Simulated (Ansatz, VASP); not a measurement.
## Two plane-wave programs on LaSi2C2

Contents of INCAR:

```
  PREC = Accurate
  ENCUT = 520
  EDIFF = 1E-7
  ISMEAR = -1
  SIGMA = 0.1
  LREAL = F
  LASPH = T
  NELM = 100
  ALGO = Normal
  ISIF = 2
  LWAVE = F
  LCHARG = F
  GGA = PE
  NBANDS = 38
```

File KPOINTS:

```
regular mesh
0
Gamma
  4 4 2
```

Contents of POSCAR:

```
LaSi2C2
1.0
    4.1524660000      0.0000000000      0.0000000000
    0.0000000000      4.1524660000      0.0000000000
    0.0000000000      0.0000000000      8.6092660000
C La Si
4 2 4
Direct
    0.1730000000      0.5000000000      0.2500000000
    0.5000000000      0.8270000000      0.7500000000
    0.8270000000      0.5000000000      0.2500000000
    0.5000000000      0.1730000000      0.7500000000
    0.0000000000      0.0000000000      0.0000000000
    0.0000000000      0.0000000000      0.5000000000
    0.5000000000      0.2260000000      0.2500000000
    0.2260000000      0.5000000000      0.7500000000
    0.5000000000      0.7740000000      0.2500000000
    0.7740000000      0.5000000000      0.7500000000
```

Input for Ansatz:

```yaml
crystal:
  lattice:
    - [4.152466, 0.0, 0.0]
    - [0.0, 4.152466, 0.0]
    - [0.0, 0.0, 8.609266]
  atoms:
    - { symbol: C, position: [0.173, 0.5, 0.25] }
    - { symbol: C, position: [0.5, 0.827, 0.75] }
    - { symbol: C, position: [0.827, 0.5, 0.25] }
    - { symbol: C, position: [0.5, 0.173, 0.75] }
    - { symbol: La, position: [0.0, 0.0, 0.0] }
    - { symbol: La, position: [0.0, 0.0, 0.5] }
    - { symbol: Si, position: [0.5, 0.226, 0.25] }
    - { symbol: Si, position: [0.226, 0.5, 0.75] }
    - { symbol: Si, position: [0.5, 0.774, 0.25] }
    - { symbol: Si, position: [0.774, 0.5, 0.75] }
  symmetry: { tolerance: 0.0003 }
kpoints:
  mp_grid: { grid: [4, 4, 2], shift: [0, 0, 0] }
magnetization:
  spin_polarized: false
scf:
  occupations: { method: fermi_dirac }
  mixing: { preconditioner: kerker }
hamiltonian:
  pseudopotentials: { kind: paw }
  xc: pbe
basis:
  ecutwfc: 420
output:
  forces: true
  stress: true
  eigenvalues: true
  write_density: true
  write_potential: true
  elf: true
  volumetric_format: npy
accuracy: medium
```

Alike in both runs: task single point; functional PBE; k mesh 4 × 4 × 2; no spin polarisation.

|  | VASP | Ansatz |
| --- | --- | --- |
| version | VASP 6.6.1 | Ansatz 0.2.0 |
| potentials or method | VASP PAW PBE potentials, release 64 (C, La, Si), cutoff 520 eV | PAW plane waves |
| occupations | fermi-dirac, width 0.1 eV | fermi-dirac |
| valence electrons in the cell | 54 | 54 |

Ansatz gave:

```
gap on the k mesh at the Fermi level (eV)                     : none
pressure (GPa)                                                : 23.6
traceless stress, the component that is largest in VASP (GPa) : -26.85
rms of the force components (eV/Å)                            : 1.732
```

Question: Estimate VASP's values.

Answer: gap on the k mesh at the Fermi level (eV): none; pressure (GPa): 23.4; traceless stress, the component that is largest in VASP (GPa): -26.78; rms of the force components (eV/Å): 1.712.

Atom by atom the forces differ by 0.021 eV/Å (rms over components). A gap of «none» marks a metal or a gap that the smearing closes.

The k mesh is coarse, so the values compare programs but aren't converged. Neither program's run includes spin-orbit coupling.
